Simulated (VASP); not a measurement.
A run of VASP 6.6.1 is set up as follows.

File INCAR:

```
  PREC = Accurate
  ENCUT = 500
  EDIFF = 1E-6
  ISMEAR = -1
  SIGMA = 0.03
  LREAL = F
  LASPH = T
  NELM = 120
  ALGO = Normal
  ISIF = 2
  LWAVE = F
  LCHARG = T
  GGA = PE
  LELF = T
  LVHAR = T
  NBANDS = 16
  GGA_COMPAT = F
```

File KPOINTS:

```
regular mesh
0
Gamma
  11 11 11
```

The input POSCAR:

```
HgTe
1.0
    0.0000000000      3.2235000000      3.2557350000
    3.2235000000      0.0000000000      3.2557350000
    3.2235000000      3.2235000000      0.0000000000
Hg Te
1 1
Direct
    0.0000000000      0.0000000000      0.0000000000
    0.7500000000      0.7500000000      0.7500000000
```

Potentials or basis: VASP PAW PBE potentials, release 64 (Hg, Te).

The run is started by

```sh
$ cat potpaw_PBE.64/Hg/POTCAR potpaw_PBE.64/Te/POTCAR > POTCAR
$ mpirun -np 1 vasp_std > vasp.out
```

(1) Predict the band gap on the k mesh.

(2) What does it give for the pressure?

Results:

(1) zero (filled and empty bands touch).

(2) 3.6 GPa.

Caveat: the cell differs from its parent crystal (zz strain of +1 %); the cell stands under pressure; semilocal functionals underestimate gaps, so a narrow gap can read as zero; spin-orbit coupling is left out, which moves the levels of the heavy elements.
